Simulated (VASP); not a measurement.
# Cs3Ir (P6_3/mmc) in VASP: further runs

Cs3Ir is run at these levels: PBE; tasks: single point, relaxation of cell and atoms.

Program: VASP 6.6.1. These are calculated values, not measurements. Logs are shortened: lines on timing, memory, paths and dates and some standing lists are left out, and cuts for length are marked.

### 1 The cell of the first run

The structure is hexagonal, space group P6_3/mmc (No. 194). Conventional cell: a = 10.058 Å, b = 10.058 Å, c = 4.700 Å, α = 90.00°, β = 90.00°, γ = 120.00°. Within 4.3 Å of Cs (site symmetry mm2) lie 2 Ir at 3.25 Å and 6 Cs at 3.90 to 4.26 Å. Within 4.3 Å of Ir (site symmetry -6m2) lie 6 Cs at 3.25 Å.

### 2 Single point, PBE

INCAR reads:

```
SYSTEM = Cs3Ir
ALGO     = Fast           ! electronic algorithm
EDIFF    = 1E-7           ! SCF threshold, eV
ENCUT    = 520            ! plane-wave cutoff, eV
GGA      = PE             ! functional
ISIF     = 2              ! what is computed and relaxed
ISMEAR   = 0              ! smearing method
LASPH    = .True.         ! aspherical terms in the spheres
LCHARG   = .False.        ! write CHGCAR
LREAL    = .False.        ! projectors in reciprocal space
LWAVE    = .False.        ! write WAVECAR
NBANDS   = 46             ! bands
NELM     = 80             ! most SCF steps
PREC     = Accurate       ! precision mode
SIGMA    = 0.1            ! smearing width, eV
```

KPOINTS reads:

```
k-points
0
Gamma
  3 3 4
  0 0 0
```

POSCAR reads:

```
Cs3Ir
1.0
   10.0583949823      0.0000000000      0.0000000000
   -5.0291974912      8.7108255759      0.0000000000
    0.0000000000      0.0000000000      4.6999114564
Cs Ir
6 2
Direct
    0.7958433266      0.5916866533      0.2500000000
    0.2041566734      0.7958433266      0.7500000000
    0.4083133467      0.2041566734      0.2500000000
    0.2041566734      0.4083133467      0.7500000000
    0.7958433266      0.2041566734      0.2500000000
    0.5916866533      0.7958433266      0.7500000000
    0.3333333333      0.6666666667      0.2500000000
    0.6666666667      0.3333333333      0.7500000000
```

Potentials or basis: VASP PAW PBE potentials, release 64 (Cs_sv, Ir).

Launch:

```bash
$ cat potpaw_PBE.64/Cs_sv/POTCAR potpaw_PBE.64/Ir/POTCAR > POTCAR
$ mpirun -np 1 vasp_std > vasp.out
```

OUTCAR:

```text
SYSTEM = Cs3Ir
   EDIFF = 1E-7
   ENCUT = 520
   GGA = PE
   ISIF = 2
   ISMEAR = 0
   LASPH = .True.
   LREAL = .False.
   NELM = 80
   PREC = Accurate

 ion  position               nearest neighbor table
   1  0.796  0.592  0.250-   8 3.25   8 3.25
   2  0.204  0.796  0.750-   7 3.25   7 3.25
   3  0.408  0.204  0.250-   8 3.25   8 3.25
   4  0.204  0.408  0.750-   7 3.25   7 3.25
   5  0.796  0.204  0.250-   8 3.25   8 3.25
   6  0.592  0.796  0.750-   7 3.25   7 3.25
   7  0.333  0.667  0.250-   2 3.25   2 3.25   4 3.25   4 3.25   6 3.25   6 3.25
   8  0.667  0.333  0.750-   5 3.25   5 3.25   1 3.25   1 3.25   3 3.25   3 3.25

  LATTYP: Found a hexagonal cell.
 ALAT       =    10.0583949823
 C/A-ratio  =     0.4672625667

  Lattice vectors:

 A1 = (  10.0583949823,   0.0000000000,   0.0000000000)
 A2 = (  -5.0291974912,   8.7108255759,   0.0000000000)
 A3 = (   0.0000000000,   0.0000000000,   4.6999114564)

Analysis of symmetry for initial positions (statically):
=====================================================================
 Subroutine PRICEL returns:
 Original cell was already a primitive cell.

 Routine SETGRP: Setting up the symmetry group for a
 hexagonal supercell.

 Subroutine GETGRP returns: Found 24 space group operations
 (whereof 12 operations were pure point group operations)
 out of a pool of 24 trial point group operations.

The static configuration has the point symmetry D_3d.
 The point group associated with its full space group is D_6h.

Analysis of symmetry for dynamics (positions and initial velocities):
=====================================================================
 Subroutine PRICEL returns:
 Original cell was already a primitive cell.

 Routine SETGRP: Setting up the symmetry group for a
 hexagonal supercell.

 Subroutine GETGRP returns: Found 24 space group operations
 (whereof 12 operations were pure point group operations)
 out of a pool of 24 trial point group operations.

The dynamic configuration has the point symmetry D_3d.
 The point group associated with its full space group is D_6h.

 Subroutine INISYM returns: Found 24 space group operations
 (whereof 12 operations are pure point group operations),
 and found     1 'primitive' translations

[... 91 lines left out ...]
   LREAL  =      F    real-space projection
   EDIFFG = 0.1E-05   stopping-criterion for IOM
   NSW    =      0    number of steps for IOM
   IBRION =     -1    ionic relax: 0-MD 1-quasi-New 2-CG
   NFREE  =      0    steps in history (QN), initial steepest desc. (CG)
   ISIF   =      2    stress and relaxation
   ISYM   =      2    0-nonsym 1-usesym 2-fastsym
   POTIM  = 0.5000    time-step for ionic-motion
   TEBEG  =    0.0;   TEEND  =   0.0 temperature during run
   PSTRESS=    0.0 pullay stress
   NELECT =      72.0000    total number of electrons
   NUPDOWN=      -1.0000    fix difference up-down
   EMIN   =  10.00;   EMAX   =-10.00  energy-range for DOS
   EFERMI =   0.00;   METHOD = LEGACY
   ISMEAR =     0;   SIGMA  =   0.10  broadening in eV -4-tet -1-fermi 0-gaus
   EFERMI_NEDOS =   21; number of points for ismear=-14 and -15
   IALGO  =     68    algorithm
   IMIX   =      4    mixing-type and parameters
     AMIX     =   0.40;   BMIX     =  1.00
     AMIX_MAG =   1.60;   BMIX_MAG =  1.00
  volume/ion in A,a.u.               =      51.47       347.36
  Fermi-wavevector in a.u.,A,eV,Ry     =   0.915433  1.729917 11.401915  0.838017
  Thomas-Fermi vector in A             =   2.040174
   LORBIT       =      0    0 simple, 1 ext, 2 COOP (PROOUT), +10 PAW based schemes
   GGA     = PE    functional components
   LHFCALC =     F    Hartree Fock is set to
   AEXX    =    0.0000 exact exchange contribution
   IVDW    =     0    specifies the selected vdW correction
   LEPSILON=     F    determine dielectric tensor
   LRPA    =     F    only Hartree local field effects (RPA)
 non-spin polarized calculation
 RMM-DIIS sequential band-by-band and
 Gauss-broadening in eV      SIGMA  =   0.10
  energy-cutoff  :      520.00
  volume of cell :      411.79
 maximum number of plane-waves:     11123
 NGX is ok and might be reduce to    80
   NGX = 37   NGY = 37   NGZ = 17

 number of electron      71.9999991 magnetization

 Free energy of the ion-electron system (eV)
  ---------------------------------------------------
  ext. energy  EPLUGINS =         0.00000000
  ---------------------------------------------------
  free energy    TOTEN  =       -17.53478996 eV

  energy without entropy =      -17.51089399  energy(sigma->0) =      -17.52284198

 E-fermi :   1.8574     XC(G=0):  -7.4145

 val. band max:        1.7539296536   @ k =   0.3333   0.3333   0.0000
 cond. band min:       1.9726786250   @ k =   0.3333  -0.0000   0.0000
 fundamental gap:      0.2187489714
 Fermi energy:         1.8574186878

 k-point     1 :       0.0000    0.0000    0.0000
  band No.  band energies     occupation
      1     -20.8169      2.00000
      2     -20.7161      2.00000
      3     -20.6963      2.00000
      4     -20.6963      2.00000
      5     -20.6478      2.00000
      6     -20.6478      2.00000
[... 430 lines left out ...]
     45       4.6497      0.00000
     46       4.6560      0.00000

------------------------ aborting loop because EDIFF is reached ----------------------------------------

  FORCE on cell =-STRESS in cart. coord.  units (eV):
  Direction    XX          YY          ZZ          XY          YZ          ZX
  --------------------------------------------------------------------------------------
  -------------------------------------------------------------------------------------
  Total        0.7071371      0.7071371      0.8631034     -0.0000000     -0.0000000      0.0000000
  in kB        2.7512911      2.7512911      3.3581163     -0.0000000     -0.0000000      0.0000000
  external PRESSURE =       2.9535662 kB  Pullay stress =       0.0000000 kB

 VOLUME and BASIS-vectors are now :
 -----------------------------------------------------------------------------
  energy-cutoff  :      520.00
  volume of cell :      411.79
      direct lattice vectors                 reciprocal lattice vectors
    10.058394982  0.000000000  0.000000000     0.099419440  0.057399841  0.000000000
    -5.029197491  8.710825576  0.000000000     0.000000000  0.114799681  0.000000000
     0.000000000  0.000000000  4.699911456     0.000000000  0.000000000  0.212769966

 POSITION                                       TOTAL-FORCE (eV/Angst)
 -----------------------------------------------------------------------------------
      5.02920      5.15408      1.17498        -0.000000      0.056595      0.000000
     -1.94896      6.93245      3.52493        -0.049013      0.028298      0.000000
      3.08023      1.77837      1.17498        -0.049013     -0.028298      0.000000
      0.00000      3.55675      3.52493         0.000000     -0.056595      0.000000
      6.97816      1.77837      1.17498         0.049013     -0.028298      0.000000
      1.94896      6.93245      3.52493         0.049013      0.028298      0.000000
     -0.00000      5.80722      1.17498         0.000000      0.000000      0.000000
      5.02920      2.90361      3.52493        -0.000000      0.000000      0.000000
 -----------------------------------------------------------------------------------
    total drift:                                0.000000     -0.000000      0.000000

  FREE ENERGIE OF THE ION-ELECTRON SYSTEM (eV)
  ---------------------------------------------------
  free  energy   TOTEN  =       -17.5347899628 eV

  energy  without entropy=      -17.5108939932  energy(sigma->0) =      -17.52284198
```

OSZICAR:

```text
N       E                     dE             d eps       ncg     rms          rms(c)
DAV:   1     0.601738255031E+03    0.60174E+03   -0.27901E+04   828   0.129E+03
[... 13 lines left out ...]
RMM:  15    -0.175347667436E+02   -0.77384E-04   -0.70643E-04  1158   0.639E-02    0.181E-02
RMM:  16    -0.175348075132E+02   -0.40770E-04   -0.12493E-04  1103   0.316E-02    0.264E-02
RMM:  17    -0.175347933532E+02    0.14160E-04   -0.64216E-05  1197   0.170E-02    0.140E-02
RMM:  18    -0.175347902223E+02    0.31309E-05   -0.40354E-05  1179   0.125E-02    0.349E-03
RMM:  19    -0.175347898176E+02    0.40477E-06   -0.47461E-06  1076   0.617E-03    0.195E-03
RMM:  20    -0.175347899537E+02   -0.13610E-06   -0.19052E-06  1060   0.337E-03    0.129E-03
RMM:  21    -0.175347899628E+02   -0.91313E-08   -0.25020E-07   765   0.165E-03
   1 F= -.17534790E+02 E0= -.17522842E+02  d E =-.238960E-01
```

It took 3.1 min on 1 thread of Intel Xeon 6975P-C (Granite Rapids), shared host; peak memory 0.57 GiB.

Results:

* Free energy: -17.5348 eV
* Pressure: 0.3 GPa
* Largest force: 0.057 eV/Å

Forces on the atoms (eV/Å):
```
Cs   0.000  0.057  0.000
Cs  -0.049  0.028  0.000
Cs  -0.049 -0.028  0.000
Cs   0.000 -0.057  0.000
Cs   0.049 -0.028  0.000
Cs   0.049  0.028  0.000
Ir   0.000  0.000  0.000
Ir   0.000  0.000  0.000
```

Levels at points of the mesh, in eV from the Fermi level:
```csv
k point,band 33,band 34,band 35,band 36,band 37,band 38,band 39,band 40
"(0.00, 0.00, 0.00)",-0.22,-0.22,-0.22,-0.22,0.83,0.84,0.84,1.43
"(0.00, 0.00, 0.50)",-0.13,-0.13,-0.13,-0.13,0.90,0.90,1.76,1.76
```

Caveat: spin-orbit coupling is left out, which moves the levels of the heavy elements.

### 3 Relaxation of cell and atoms, PBE

This run uses another cell than the first one, of 37.98 Å³/atom.

INCAR reads:

```
SYSTEM = Cs3Ir
ALGO = Fast
EDIFF = 1E-6
EDIFFG = -0.04
ENCUT = 600
GGA = PE
IBRION = 2
ISIF = 3
ISMEAR = 0
LASPH = .TRUE.
LCHARG = .FALSE.
LREAL = .FALSE.
LWAVE = .FALSE.
NELM = 60
NSW = 90
PREC = Accurate
SIGMA = 0.1
```

KPOINTS reads:

```
k-points
0
G
  3 3 4
  0 0 0
```

POSCAR reads:

```
Cs3Ir
1.0
    7.5894653935      0.0000000000      0.0000000000
   -3.7947326968      6.5726698319      0.0000000000
    0.0000000000      0.0000000000      6.0917169745
Cs Ir
6 2
Direct
    0.8330000000      0.6660000000      0.2500000000
    0.1670000000      0.8330000000      0.7500000000
    0.3340000000      0.1670000000      0.2500000000
    0.1670000000      0.3340000000      0.7500000000
    0.8330000000      0.1670000000      0.2500000000
    0.6660000000      0.8330000000      0.7500000000
    0.3333333333      0.6666666667      0.2500000000
    0.6666666667      0.3333333333      0.7500000000
```

Potentials or basis: VASP PAW PBE potentials, release 64 (Cs_sv, Ir).

Launch:

```bash
$ cat potpaw_PBE.64/Cs_sv/POTCAR potpaw_PBE.64/Ir/POTCAR > POTCAR
$ mpirun -np 1 vasp_std > vasp.out
```

Wall time 22 min (1 thread of Intel Xeon 6975P-C (Granite Rapids), shared host); peak memory 0.59 GiB.

It converged, with:

```yaml
Free_energy: -17.5245 eV
Relaxed_volume: 53.13 Å³/atom
Relaxed_cell: a = 10.204 Å, b = 10.204 Å, c = 4.713 Å, α = 90.00°, β = 90.00°, γ = 120.00°
Space_group_after_relaxing_to_0.1_Å: P6_3/mmc (No. 194)
Energy_gained_by_relaxing: 142.0 meV/atom
Ionic_steps: 13
Pressure_after_relaxing: 0.1 GPa
Largest_force_after_relaxing: 0.006 eV/Å
Band_gap_on_the_k_mesh: zero (filled and empty bands touch)
```

Forces in eV/Å, atoms in the order of the input:
```
Cs   0.000  0.006  0.000
Cs  -0.006  0.003  0.000
Cs  -0.006 -0.003  0.000
Cs   0.000 -0.006  0.000
Cs   0.006 -0.003  0.000
Cs   0.006  0.003  0.000
Ir   0.000  0.000  0.000
Ir   0.000  0.000  0.000
```

Step by step:
| step | energy change (eV) | largest force (eV/Å) | pressure (GPa) | volume (Å³) |
| --- | --- | --- | --- | --- |
| 1 | 0.0000 | 0.6455 | 0.19 | 303.87 |
| 2 | -0.1160 | 0.5211 | 0.15 | 305.84 |
| 3 | -0.3399 | 0.1656 | 0.20 | 311.76 |
| 4 | -0.2240 | 0.7145 | 0.95 | 323.61 |
| 5 | -0.3899 | 0.0958 | 0.38 | 315.68 |
| 6 | -0.5301 | 0.0240 | 0.14 | 325.30 |
| 7 | -0.8316 | 0.1066 | -0.08 | 351.56 |
| 8 | -1.0500 | 0.0634 | 0.55 | 389.19 |
| 9 | -1.0570 | 0.2354 | -0.50 | 463.23 |
| 10 | -1.1000 | 0.1530 | -0.09 | 425.90 |
| 11 | -1.1000 | 0.1470 | -0.04 | 423.46 |
| 12 | -1.1328 | 0.0370 | 0.03 | 424.64 |
| 13 | -1.1356 | 0.0064 | 0.07 | 425.01 |

Final structure:
```yaml
crystal:
  lattice:
    - [10.20444, 0.00000, 0.00000]
    - [-5.10222, 8.83731, 0.00000]
    - [0.00000, 0.00000, 4.71289]
  atoms:
    - { symbol: Cs, position: [0.79519, 0.59038, 0.25000] }
    - { symbol: Cs, position: [0.20481, 0.79519, 0.75000] }
    - { symbol: Cs, position: [0.40962, 0.20481, 0.25000] }
    - { symbol: Cs, position: [0.20481, 0.40962, 0.75000] }
    - { symbol: Cs, position: [0.79519, 0.20481, 0.25000] }
    - { symbol: Cs, position: [0.59038, 0.79519, 0.75000] }
    - { symbol: Ir, position: [0.33333, 0.66667, 0.25000] }
    - { symbol: Ir, position: [0.66667, 0.33333, 0.75000] }
```

Levels at points of the mesh, in eV from the Fermi level:
```tsv
k point	band 33	band 34	band 35	band 36	band 37	band 38	band 39	band 40
(0.00, 0.00, 0.00)	-0.22	-0.22	-0.21	-0.21	0.77	0.80	0.80	1.36
(0.00, 0.00, 0.50)	-0.13	-0.13	-0.13	-0.13	0.88	0.88	1.73	1.73
```

Caveat: the volume moved by over 15 % at a fixed basis, so the end points are rough; spin-orbit coupling is left out, which moves the levels of the heavy elements.
